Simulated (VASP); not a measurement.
Set up this calculation in VASP 6.6.1, as the native input.

```
Task                   : single point
Functional             : PBEsol
Potentials or basis    : VASP PAW PBE potentials, release 64 (Rb_sv)
Cutoff                 : 520 eV
k mesh                 : 12 × 12 × 12
Occupations            : gaussian, width 0.15 eV
Spin                   : no spin polarisation
Dipole correction      : no
Further INCAR settings : ALGO = Fast; EDIFF = 1e-06; NBANDS = 10
```

The structure of Rb lies in POSCAR:

```
Rb
1.0
   -2.8901800000      2.8901800000      2.8060000000
    2.8901800000     -2.8901800000      2.8060000000
    2.8901800000      2.8901800000     -2.8060000000
Rb
1
Direct
    0.0000000000      0.0000000000      0.0000000000
```

This cell differs from its parent crystal: strain +0.030 along x and y, +0.000 along z.

The input as run:

INCAR

```
PREC = Accurate
ENCUT = 520
EDIFF = 1E-6
ISMEAR = 0
SIGMA = 0.15
LREAL = False
LASPH = True
NELM = 100
ALGO = Fast
ISIF = 2
LWAVE = False
LCHARG = False
GGA = PS
NBANDS = 10
```

KPOINTS

```
Automatic mesh
0
Gamma
  12 12 12
```

Potentials or basis: VASP PAW PBE potentials, release 64 (Rb_sv).

Run with:

```console
$ cat potpaw_PBE.64/Rb_sv/POTCAR > POTCAR
$ mpirun -np 1 vasp_std > vasp.out
```

Results of the run:

```
Pressure               : -0.2 GPa
Band gap on the k mesh : zero (an odd number of electrons rules out a gap without spin polarisation)
```

Caveat: the cell differs from its parent crystal (strain +0.030 along x and y, +0.000 along z); the PAW data sets were made with another functional, which shifts forces and pressure a little.

Wall time 2 min on 1 thread of Intel(R) Xeon(R) Platinum 8488C (Sapphire Rapids), on a shared host, peak memory 0.32 GiB.
